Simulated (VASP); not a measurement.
# NiO (F-43m) in VASP: notebook

NiO is run at these levels: HF, PBEsol-based screened hybrid with 25 % exact exchange, PBEsol-based global hybrid with 25 % exact exchange, PBE0; tasks: single point.

Program: VASP 6.6.1. These are calculated values, not measurements. Logs are shortened: lines on timing, memory, paths and dates and some standing lists are left out, and cuts for length are marked.

## Step 1: The cell of the first run

The structure is cubic, space group F-43m (No. 216). Conventional cell: a = 4.461 Å, b = 4.461 Å, c = 4.461 Å, α = 90.00°, β = 90.00°, γ = 90.00°. Within 2.6 Å of Ni (site symmetry -43m) lie 4 O at 1.93 Å. Within 2.6 Å of O (site symmetry -43m) lie 4 Ni at 1.93 Å.

## Step 2: Single point, HF, collinear spin, ferromagnetic start

Contents of POSCAR:

```
NiO
1.0
    0.0000000000      2.2302812964      2.2302812964
    2.2302812964      0.0000000000      2.2302812964
    2.2302812964      2.2302812964      0.0000000000
Ni O
1 1
Direct
    0.0000000000      0.0000000000      0.0000000000
    0.7500000000      0.7500000000      0.7500000000
```

Contents of INCAR.step1:

```
SYSTEM = NiO
ALGO = Normal
EDIFF = 1E-5
ENCUT = 520
GGA = PE
ISIF = 2
ISMEAR = -1
ISPIN = 2
LASPH = .True.
LMAXMIX = 4
LORBIT = 11
LREAL = .False.
LWAVE = .True.
MAGMOM = 1 0
NBANDS = 19
NELM = 150
PREC = Accurate
SIGMA = 0.05
```

Contents of INCAR.step2:

```
SYSTEM = NiO
AEXX = 1.0
AGGAC = 0.0
ALDAC = 0.0
ALGO = Normal
EDIFF = 1E-6
ENCUT = 520
GGA = PE
ISIF = 2
ISMEAR = -1
ISPIN = 2
ISTART = 1
LASPH = .True.
LCHARG = .True.
LELF = .True.
LHFCALC = .True.
LMAXMIX = 4
LORBIT = 11
LREAL = .False.
LVHAR = .True.
LWAVE = .False.
MAGMOM = 1 0
NBANDS = 19
NELM = 150
PREC = Accurate
PRECFOCK = Normal
SIGMA = 0.05
```

Contents of KPOINTS:

```
k-points
0
Gamma
  5 5 5
  0 0 0
```

Potentials or basis: VASP PAW PBE potentials, release 64 (Ni, O).

The run is started by

```sh
cat potpaw_PBE.64/Ni/POTCAR potpaw_PBE.64/O/POTCAR > POTCAR
cp INCAR.step1 INCAR
mpirun -np 1 vasp_std > vasp.out
cp INCAR.step2 INCAR
mpirun -np 1 vasp_std > vasp.out
```

OUTCAR:

```text
SYSTEM = NiO
   AEXX = 1.0
   EDIFF = 1E-6
   ENCUT = 520
   GGA = PE
   ISIF = 2
   ISMEAR = -1
   ISPIN = 2
   ISTART = 1
   LASPH = .True.
   LHFCALC = .True.
   LORBIT = 11
   LREAL = .False.
   NELM = 150
   PREC = Accurate
   PRECFOCK = Normal

 ion  position               nearest neighbor table
   1  0.000  0.000  0.000-   2 1.93   2 1.93   2 1.93   2 1.93
   2  0.750  0.750  0.750-   1 1.93   1 1.93   1 1.93   1 1.93

  LATTYP: Found a face centered cubic cell.
 ALAT       =     4.4605625928

  Lattice vectors:

 A1 = (   0.0000000000,   2.2302812964,   2.2302812964)
 A2 = (   2.2302812964,   0.0000000000,   2.2302812964)
 A3 = (   2.2302812964,   2.2302812964,   0.0000000000)

Analysis of symmetry for initial positions (statically):
=====================================================================
 Subroutine PRICEL returns:
 Original cell was already a primitive cell.

 Routine SETGRP: Setting up the symmetry group for a
 face centered cubic supercell.

 Subroutine GETGRP returns: Found 24 space group operations
 (whereof 24 operations were pure point group operations)
 out of a pool of 48 trial point group operations.

The static configuration has the point symmetry T_d .

Analysis of symmetry for dynamics (positions and initial velocities):
=====================================================================
 Subroutine PRICEL returns:
 Original cell was already a primitive cell.

 Routine SETGRP: Setting up the symmetry group for a
 face centered cubic supercell.

 Subroutine GETGRP returns: Found 24 space group operations
 (whereof 24 operations were pure point group operations)
 out of a pool of 48 trial point group operations.

The dynamic configuration has the point symmetry T_d .

Analysis of structural, dynamic, and magnetic symmetry:
=====================================================================
 Subroutine PRICEL returns:
 Original cell was already a primitive cell.

 Routine SETGRP: Setting up the symmetry group for a
 face centered cubic supercell.

 Subroutine GETGRP returns: Found 24 space group operations
 (whereof 24 operations were pure point group operations)
 out of a pool of 48 trial point group operations.

The overall configuration has the point symmetry T_d .

 Subroutine INISYM returns: Found 24 space group operations
 (whereof 24 operations are pure point group operations),
 and found     1 'primitive' translations

----------------------------------------------------------------------------------------

                                     Primitive cell

  volume of cell :      22.1875

  direct lattice vectors                    reciprocal lattice vectors
     0.000000000  2.230281296  2.230281296    -0.224186967  0.224186967  0.224186967
     2.230281296  0.000000000  2.230281296     0.224186967 -0.224186967  0.224186967
     2.230281296  2.230281296  0.000000000     0.224186967  0.224186967 -0.224186967

  length of vectors
     3.154094057  3.154094057  3.154094057     0.388303218  0.388303218  0.388303218

  position of ions in fractional coordinates (direct lattice)
     0.000000000  0.000000000  0.000000000
     0.750000000  0.750000000  0.750000000

  ion indices of the primitive-cell ions
   primitive index   ion index
                 1           1
                 2           2

----------------------------------------------------------------------------------------

 KPOINTS: k-points

Automatic generation of k-mesh.
 Grid dimensions read from file:
 generate k-points for:    5    5    5

 Generating k-lattice:

  Cartesian coordinates                     Fractional coordinates (reciprocal lattice)
    -0.044837393  0.044837393  0.044837393     0.200000000  0.000000000  0.000000000
     0.044837393 -0.044837393  0.044837393     0.000000000  0.200000000  0.000000000
     0.044837393  0.044837393 -0.044837393     0.000000000  0.000000000  0.200000000

  Length of vectors
     0.077660644  0.077660644  0.077660644

  Shift w.r.t. Gamma in fractional coordinates (k-lattice)
     0.000000000  0.000000000  0.000000000

 Subroutine IBZKPT returns following result:
 ===========================================

 Found     10 irreducible k-points:

 Following reciprocal coordinates:
            Coordinates               Weight
  0.000000  0.000000  0.000000      1.000000
  0.200000  0.000000  0.000000      8.000000
  0.400000  0.000000  0.000000      8.000000
  0.200000  0.200000  0.000000      6.000000
  0.400000  0.200000  0.000000     24.000000
 -0.400000  0.200000  0.000000     24.000000
 -0.200000  0.200000  0.000000     12.000000
  0.400000  0.400000  0.000000      6.000000
 -0.400000  0.400000  0.000000     12.000000
 -0.400000  0.400000  0.200000     24.000000
   k-points           NKPTS =     10   k-points in BZ     NKDIM =    125   number of bands    NBANDS=     19
   number of dos      NEDOS =    301   number of ions     NIONS =      2
   total plane-waves  NPLWV =  13824
   dimension x,y,z NGX =    24 NGY =   24 NGZ =   24
   dimension x,y,z NGXF=    48 NGYF=   48 NGZF=   48
   ions per type =               1   1
   NGX,Y,Z   is equivalent  to a cutoff of  12.65, 12.65, 12.65 a.u.
   NGXF,Y,Z  is equivalent  to a cutoff of  25.30, 25.30, 25.30 a.u.
 SYSTEM =  NiO
   PREC   = accura    normal or accurate (medium, high low for compatibility)
   ISTART =      1    job   : 0-new  1-cont  2-samecut
   ICHARG =      0    charge: 1-file 2-atom 10-const
   ISPIN  =      2    spin polarized calculation?
   LNONCOLLINEAR =      F non collinear calculations
   LSORBIT =      F    spin-orbit coupling
   LASPH  =      T    aspherical Exc in radial PAW
   ENCUT  =  520.0 eV  38.22 Ry    6.18 a.u.   5.86  5.86  5.86*2*pi/ulx,y,z
   NELM   =    150;   NELMIN=  2; NELMDL=  0     # of ELM steps
   EDIFF  = 0.1E-05   stopping-criterion for ELM
   LREAL  =      F    real-space projection
   EDIFFG = 0.1E-04   stopping-criterion for IOM
   NSW    =      0    number of steps for IOM
   IBRION =     -1    ionic relax: 0-MD 1-quasi-New 2-CG
   NFREE  =      0    steps in history (QN), initial steepest desc. (CG)
   ISIF   =      2    stress and relaxation
   ISYM   =      3    0-nonsym 1-usesym 2-fastsym
   POTIM  = 0.5000    time-step for ionic-motion
   TEBEG  =    0.0;   TEEND  =   0.0 temperature during run
   PSTRESS=    0.0 pullay stress
   NELECT =      16.0000    total number of electrons
   NUPDOWN=      -1.0000    fix difference up-down
   EMIN   =  10.00;   EMAX   =-10.00  energy-range for DOS
   EFERMI =   0.00;   METHOD = LEGACY
   ISMEAR =    -1;   SIGMA  =   0.05  broadening in eV -4-tet -1-fermi 0-gaus
   EFERMI_NEDOS =   21; number of points for ismear=-14 and -15
   IALGO  =     38    algorithm
   IMIX   =      1    mixing-type and parameters
     AMIX     =   0.40;   BMIX     =  1.00
     AMIX_MAG =   1.60;   BMIX_MAG =  1.00
  volume/ion in A,a.u.               =      11.09        74.86
  Fermi-wavevector in a.u.,A,eV,Ry     =   1.468065  2.774240 29.323465  2.155214
  Thomas-Fermi vector in A             =   2.583607
   LORBIT       =     11    0 simple, 1 ext, 2 COOP (PROOUT), +10 PAW based schemes
   GGA     = PE    functional components
   LHFCALC =     T    Hartree Fock is set to
   PRECFOCK=normal    Normal, Fast or Accurate (Low or Medium for compatibility)
   ENCUT4O =  -1.0   cutoff for four orbital integrals eV
   NKREDX  =     1    reduce k-point grid by
   NKREDY  =     1    reduce k-point grid by
   NKREDZ  =     1    reduce k-point grid by
   AEXX    =    1.0000 exact exchange contribution
   HFSCREEN=    0.0000 screening length (either q_TF or 0.3 A-1)
   HFSCREENC=   0.0000 screening length for correlation (either q_TF or 0.3 A-1)
   ENCUTFOCK=  -1.0 apply spherical cutoff to Coloumb kernel
   IVDW    =     0    specifies the selected vdW correction
   LEPSILON=     F    determine dielectric tensor
   LRPA    =     F    only Hartree local field effects (RPA)
 spin polarized calculation
  energy-cutoff  :      520.00
  volume of cell :       22.19
 maximum number of plane-waves:       609
  NGX = 18; NGY = 18; NGZ = 18

 number of electron      16.0000008 magnetization       2.0000251

 Free energy of the ion-electron system (eV)
  ---------------------------------------------------
  ext. energy  EPLUGINS =         0.00000000
  ---------------------------------------------------
  free energy    TOTEN  =       -31.02582112 eV

  energy without entropy =      -31.02582112  energy(sigma->0) =      -31.02582112

 E-fermi :   8.2540     XC(G=0):   0.0000

 val. band max:        7.2430737111   @ k =   0.2000   0.2000   0.0000
 cond. band min:      12.0967459309   @ k =   0.0000   0.0000   0.0000
 fundamental gap:      4.8536722198
 Fermi energy:         8.2539942343

 spin component 1

 k-point     1 :       0.0000    0.0000    0.0000
  band No.  band energies     occupation
      1     -24.7168      1.00000
      2     -13.6261      1.00000
      3     -13.6261      1.00000
      4     -13.6261      1.00000
      5     -11.6484      1.00000
      6     -11.6484      1.00000
[... 11 lines left out ...]
     18      35.5543      0.00000
     19      35.5543      0.00000
[... 180 lines left out ...]
      2     -13.1853      1.00000
      3     -13.0745      1.00000
      4     -12.2792      1.00000
      5     -11.9342      1.00000
      6     -11.6587      1.00000
[... 11 lines left out ...]
     18      42.1310      0.00000
     19      42.9366      0.00000
 Fermi energy:         8.2539942343

 spin component 2

 k-point     1 :       0.0000    0.0000    0.0000
  band No.  band energies     occupation
      1     -24.3671      1.00000
      2      -8.8897      1.00000
      3      -8.8897      1.00000
      4      -3.6799      1.00000
      5      -3.6799      1.00000
      6      -3.6799      1.00000
[... 11 lines left out ...]
     18      35.4663      0.00000
     19      35.4663      0.00000
[... 181 lines left out ...]
      3      -8.9772      1.00000
      4      -5.1017      1.00000
      5      -3.8771      1.00000
      6      -3.3592      1.00000
[... 11 lines left out ...]
     18      42.3618      0.00000
     19      42.8517      0.00000

------------------------ aborting loop because EDIFF is reached ----------------------------------------

  FORCE on cell =-STRESS in cart. coord.  units (eV):
  Direction    XX          YY          ZZ          XY          YZ          ZX
  --------------------------------------------------------------------------------------
  -------------------------------------------------------------------------------------
  Total       -0.0734117     -0.0734117     -0.0734117      0.0000000      0.0000000     -0.0000000
  in kB       -5.3011084     -5.3011084     -5.3011084      0.0000000      0.0000000     -0.0000000
  external PRESSURE =      -5.3011084 kB  Pullay stress =       0.0000000 kB

 VOLUME and BASIS-vectors are now :
 -----------------------------------------------------------------------------
  energy-cutoff  :      520.00
  volume of cell :       22.19
      direct lattice vectors                 reciprocal lattice vectors
     0.000000000  2.230281296  2.230281296    -0.224186967  0.224186967  0.224186967
     2.230281296  0.000000000  2.230281296     0.224186967 -0.224186967  0.224186967
     2.230281296  2.230281296  0.000000000     0.224186967  0.224186967 -0.224186967

 POSITION                                       TOTAL-FORCE (eV/Angst)
 -----------------------------------------------------------------------------------
      0.00000      0.00000      0.00000        -0.000000     -0.000000     -0.000000
      3.34542      3.34542      3.34542         0.000000      0.000000      0.000000
 -----------------------------------------------------------------------------------
    total drift:                                0.000000      0.000001      0.000002

  FREE ENERGIE OF THE ION-ELECTRON SYSTEM (eV)
  ---------------------------------------------------
  free  energy   TOTEN  =       -31.0258211241 eV

  energy  without entropy=      -31.0258211240  energy(sigma->0) =      -31.02582112

 total charge

# of ion       s       p       d       tot
------------------------------------------
    1        0.401   0.604   7.768   8.774
    2        1.572   3.655   0.000   5.226
--------------------------------------------------
tot          1.973   4.259   7.768  14.000

 magnetization (x)

# of ion       s       p       d       tot
------------------------------------------
    1       -0.030  -0.050   2.255   2.174
    2        0.001   0.106   0.000   0.107
--------------------------------------------------
tot         -0.029   0.056   2.255   2.282
```

Wall time 61 min (1 thread of Intel Xeon 8259CL, shared host); peak memory 0.16 GiB.

Results:

- Free energy: -31.0258 eV
- Pressure: -0.5 GPa
- Band gap on the k mesh: 4.85 eV (least direct gap 6.97 eV)
- Net moment: 2.00 μB per cell
- Site moments: Ni +2.17; O +0.11 μB
- Valence electrons inside the program's atomic spheres: Ni 8.77; O 5.23

Caveat: the k points lie up to 0.49 Å⁻¹ apart; the PAW data sets were made with another functional, which shifts forces and pressure a little; an odd mesh through Γ misses points on the zone boundary, where band edges can lie; a cell with one magnetic atom can't hold antiferromagnetic order, which such compounds often take.

## Step 3: Single point, PBEsol-based screened hybrid with 25 % exact exchange, collinear spin, ferromagnetic start

This run uses another cell than the first one, of 11.25 Å³/atom.

Contents of POSCAR:

```
NiO
1.0
    0.0000000000      2.2406300000      2.2406300000
    2.2406300000      0.0000000000      2.2406300000
    2.2406300000      2.2406300000      0.0000000000
Ni O
1 1
Direct
    0.0000000000      0.0000000000      0.0000000000
    0.7500000000      0.7500000000      0.7500000000
```

Contents of INCAR.step1:

```
SYSTEM = NiO
PREC = Accurate
ENCUT = 520
EDIFF = 1E-5
ISMEAR = -1
SIGMA = 0.05
LREAL = .FALSE.
LASPH = .TRUE.
NELM = 150
ALGO = Normal
ISIF = 2
LWAVE = .TRUE.
LCHARG = .FALSE.
ISPIN = 2
MAGMOM = 1 0
LORBIT = 11
LMAXMIX = 4
NBANDS = 19
GGA = PE
```

Contents of INCAR.step2:

```
SYSTEM = NiO
PREC = Accurate
ENCUT = 520
EDIFF = 1E-6
ISMEAR = -1
SIGMA = 0.05
LREAL = .FALSE.
LASPH = .TRUE.
NELM = 150
ALGO = Normal
ISIF = 2
LWAVE = .FALSE.
LCHARG = .FALSE.
ISPIN = 2
MAGMOM = 1 0
LORBIT = 11
LMAXMIX = 4
GGA = PS
LHFCALC = .TRUE.
AEXX = 0.25
HFSCREEN = 0.207
PRECFOCK = Normal
NBANDS = 19
ISTART = 1
```

Contents of KPOINTS:

```
Automatic mesh
0
G
  5 5 5
  0 0 0
```

Potentials or basis: VASP PAW PBE potentials, release 64 (Ni, O).

The run is started by

```sh
cat potpaw_PBE.64/Ni/POTCAR potpaw_PBE.64/O/POTCAR > POTCAR
cp INCAR.step1 INCAR
mpirun -np 1 vasp_std > vasp.out
cp INCAR.step2 INCAR
mpirun -np 1 vasp_std > vasp.out
```

It took 25 min on 1 thread of Intel Xeon Platinum 8259CL at 2.50GHz (Skylake/Cascade Lake), shared host; peak memory 0.26 GiB.

The run converged. Its results:

```yaml
Free_energy: -15.6850 eV
Pressure: -8.8 GPa
Band_gap_on_the_k_mesh: zero (filled and empty bands overlap)
Net_moment: 2.00 μB per cell
Site_moments: Ni +1.64; O +0.35 μB
Valence_electrons_inside_the_program's_atomic_spheres: Ni 9.08; O 5.01
```

Levels at points of the mesh, in eV from the Fermi level:
Spin up:
| k point | band 5 | band 6 | band 7 | band 8 | band 9 | band 10 | band 11 | band 12 | band 13 | band 14 |
| --- | --- | --- | --- | --- | --- | --- | --- | --- | --- | --- |
| (0.00, 0.00, 0.00) | -5.68 | -5.68 | -2.27 | -2.27 | -2.27 | 0.37 | 14.52 | 14.52 | 14.52 | 20.86 |
Spin down:
| k point | band 4 | band 5 | band 6 | band 7 | band 8 | band 9 | band 10 | band 11 |
| --- | --- | --- | --- | --- | --- | --- | --- | --- |
| (0.00, 0.00, 0.00) | -6.46 | -4.30 | -4.30 | 0.48 | 2.32 | 2.32 | 2.32 | 14.73 |

Caveat: the k points lie up to 0.49 Å⁻¹ apart, too coarse for converged energies and pressures of a metal; the PAW data sets were made with another functional, which shifts forces and pressure a little; a cell with one magnetic atom can't hold antiferromagnetic order, which such compounds often take.

## Step 4: Single point, PBEsol-based global hybrid with 25 % exact exchange, collinear spin, ferromagnetic start

This run uses another cell than the first one, of 10.62 Å³/atom.

Contents of POSCAR:

```
NiO
1.0
    0.0000000000      2.1977483743      2.1977483743
    2.1977483743      0.0000000000      2.1977483743
    2.1977483743      2.1977483743      0.0000000000
Ni O
1 1
Direct
    0.0000000000      0.0000000000      0.0000000000
    0.7500000000      0.7500000000      0.7500000000
```

Contents of INCAR.step1:

```
  PREC = Accurate
  ENCUT = 520
  EDIFF = 1E-5
  ISMEAR = -1
  SIGMA = 0.05
  LREAL = F
  LASPH = T
  NELM = 150
  ALGO = Normal
  ISIF = 2
  LWAVE = T
  LCHARG = F
  ISPIN = 2
  MAGMOM = 1 0
  LORBIT = 11
  LMAXMIX = 4
  NBANDS = 19
  GGA = PE
```

Contents of INCAR.step2:

```
  PREC = Accurate
  ENCUT = 520
  EDIFF = 1E-6
  ISMEAR = -1
  SIGMA = 0.05
  LREAL = F
  LASPH = T
  NELM = 150
  ALGO = Normal
  ISIF = 2
  LWAVE = F
  LCHARG = F
  ISPIN = 2
  MAGMOM = 1 0
  LORBIT = 11
  LMAXMIX = 4
  GGA = PS
  LHFCALC = T
  AEXX = 0.25
  PRECFOCK = Normal
  NBANDS = 19
  ISTART = 1
```

Contents of KPOINTS:

```
Automatic mesh
0
Gamma
  5 5 5
```

The run is started by

```sh
cat potpaw_PBE.64/Ni/POTCAR potpaw_PBE.64/O/POTCAR > POTCAR
cp INCAR.step1 INCAR
mpirun -np 1 vasp_std > vasp.out
cp INCAR.step2 INCAR
mpirun -np 1 vasp_std > vasp.out
```

Run time: 35 min. Hardware: 1 thread of Oxide Virtual Turin-like, shared host; peak memory 0.13 GiB.

The run converged. Its results:

```
Free energy                                           : -16.8327 eV
Pressure                                              : 0.4 GPa
Band gap on the k mesh                                : zero (filled and empty bands overlap)
Net moment                                            : 2.00 μB per cell
Site moments                                          : Ni +1.64; O +0.35 μB
Valence electrons inside the program's atomic spheres : Ni 9.21; O 5.04
```

Levels at points of the mesh, in eV from the Fermi level:
Spin up:
| k point | band 6 | band 7 | band 8 | band 9 | band 10 | band 11 | band 12 | band 13 |
| --- | --- | --- | --- | --- | --- | --- | --- | --- |
| (0.00, 0.00, 0.00) | -6.14 | -2.52 | -2.52 | -2.52 | 0.89 | 15.39 | 15.39 | 15.39 |
Spin down:
```csv
k point,band 4,band 5,band 6,band 7,band 8,band 9,band 10,band 11
"(0.00, 0.00, 0.00)",-7.24,-4.74,-4.74,1.01,2.95,2.95,2.95,15.61
```

Caveat: the k points lie up to 0.50 Å⁻¹ apart, too coarse for converged energies and pressures of a metal; the PAW data sets were made with another functional, which shifts forces and pressure a little; a cell with one magnetic atom can't hold antiferromagnetic order, which such compounds often take.

[end of part 1 of 2]

The gap in the log of VASP goes by the Fermi energy; the results here count the filled bands.